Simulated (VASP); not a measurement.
Set up this calculation in VASP 6.6.1, as the native input.

```yaml
Task: single point
Functional: PBE
Potentials_or_basis: VASP PAW PBE potentials, release 64 (Hf_pv, N)
Cutoff: 520 eV
k_mesh: 13 × 13 × 13
Occupations: gaussian, width 0.1 eV
Spin: no spin polarisation
Dipole_correction: no
Further_INCAR_settings: ALGO = Normal; EDIFF = 1e-07; NBANDS = 14
```

The structure of HfN lies in POSCAR:

```
HfN
1.0
   -0.0676800000      2.2221600000      2.2221600000
    2.2221600000     -0.0676800000      2.2221600000
    2.2221600000      2.2221600000     -0.0676800000
Hf N
1 1
Direct
    0.0000000000      0.0000000000      0.0000000000
    0.5000000000      0.5000000000      0.5000000000
```

One way to write it, as run:

INCAR

```
SYSTEM = HfN
  ALGO = Normal
  EDIFF = 1E-7
  ENCUT = 520
  GGA = PE
  ISIF = 2
  ISMEAR = 0
  LASPH = .True.
  LCHARG = .True.
  LELF = .True.
  LREAL = .False.
  LVHAR = .True.
  LWAVE = .False.
  NBANDS = 14
  NELM = 80
  PREC = Accurate
  SIGMA = 0.1
```

KPOINTS

```
k-points
0
Gamma
  13 13 13
  0 0 0
```

Potentials or basis: VASP PAW PBE potentials, release 64 (Hf_pv, N).

Run with:

```console
$ cat potpaw_PBE.64/Hf_pv/POTCAR potpaw_PBE.64/N/POTCAR > POTCAR
$ mpirun -np 1 vasp_std > vasp.out
```

Results of the run:

The pressure is 4.4 GPa.

It took 2.1 min on 1 thread of AMD EPYC 7R13, with other jobs on the host, peak memory 0.17 GiB.
